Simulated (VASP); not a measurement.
Write the native input for VASP 6.6.1 that does the following.

- Task: relaxation of cell and atoms
- Functional: PBE
- Potentials or basis: VASP PAW PBE potentials, release 64 (Pd, F)
- Cutoff: 600 eV
- k mesh: 8 × 8 × 10
- Occupations: gaussian, width 0.1 eV
- Spin: no spin polarisation
- Dipole correction: no
- Further INCAR settings: ALGO = Normal; EDIFF = 1e-07; IBRION = 2; EDIFFG = -0.01; NSW = 100; ISIF = 3

The structure of Pd3F7 lies in POSCAR:

```
Pd3F7
1.0
    2.9208291000     -6.8013081000      0.0000000000
    2.9208291000      6.8013081000      0.0000000000
    0.0000000000      0.0000000000      4.0568011000
Pd F
3 7
Direct
    0.0000000000      0.0000000000      0.0000000000
    0.5000000000      0.0000000000      0.0000000000
    0.0000000000      0.5000000000      0.0000000000
    0.0000000000      0.0000000000      0.5000000000
    0.3522320000      0.1462700000      0.0000000000
    0.6477680000      0.8537300000      0.0000000000
    0.1462700000      0.3522320000      0.0000000000
    0.8537300000      0.6477680000      0.0000000000
    0.5000000000      0.0000000000      0.5000000000
    0.0000000000      0.5000000000      0.5000000000
```

One way to write it, as run:

INCAR

```
SYSTEM = Pd3F7
PREC     = Accurate       ! precision mode
ENCUT    = 600            ! plane-wave cutoff, eV
EDIFF    = 1E-7           ! SCF threshold, eV
ISMEAR   = 0              ! smearing method
SIGMA    = 0.1            ! smearing width, eV
LREAL    = .FALSE.        ! projectors in reciprocal space
LASPH    = .TRUE.         ! aspherical terms in the spheres
NELM     = 120            ! most SCF steps
ALGO     = Normal         ! electronic algorithm
ISIF     = 3              ! what is computed and relaxed
LWAVE    = .FALSE.        ! write WAVECAR
LCHARG   = .FALSE.        ! write CHGCAR
GGA      = PE             ! functional
IBRION   = 2              ! ionic algorithm
NSW      = 100            ! ionic steps
EDIFFG   = -0.01          ! ionic threshold
GGA_COMPAT= .FALSE.      
NELMIN   = 4            
KPAR     = 4
```

KPOINTS

```
regular mesh
0
G
  8 8 10
  0 0 0
```

Potentials or basis: VASP PAW PBE potentials, release 64 (Pd, F).

Launch:

```console
$ cat potpaw_PBE.64/Pd/POTCAR potpaw_PBE.64/F/POTCAR > POTCAR
$ mpirun -np 4 vasp_std > vasp.out
```

It gave:

```
Relaxed volume                         : 15.96 Å³/atom
Relaxed cell                           : a = 7.397 Å, b = 7.397 Å, c = 4.054 Å, α = 90.00°, β = 90.00°, γ = 133.99°
Space group after relaxing (to 0.05 Å) : Cmmm (No. 65)
Energy gained by relaxing              : 0.2 meV/atom
Ionic steps                            : 10
Pressure after relaxing                : 0.0 GPa
Largest force after relaxing           : 0.008 eV/Å
```

Caveat: an odd number of electrons without spin polarisation forces a metal; a magnetic or distorted state may lie lower.

Run time: 20 min on 4 MPI ranks on Intel(R) Xeon(R) 6975P-C (Granite Rapids), with other jobs on the host, peak memory 0.98 GiB a rank.
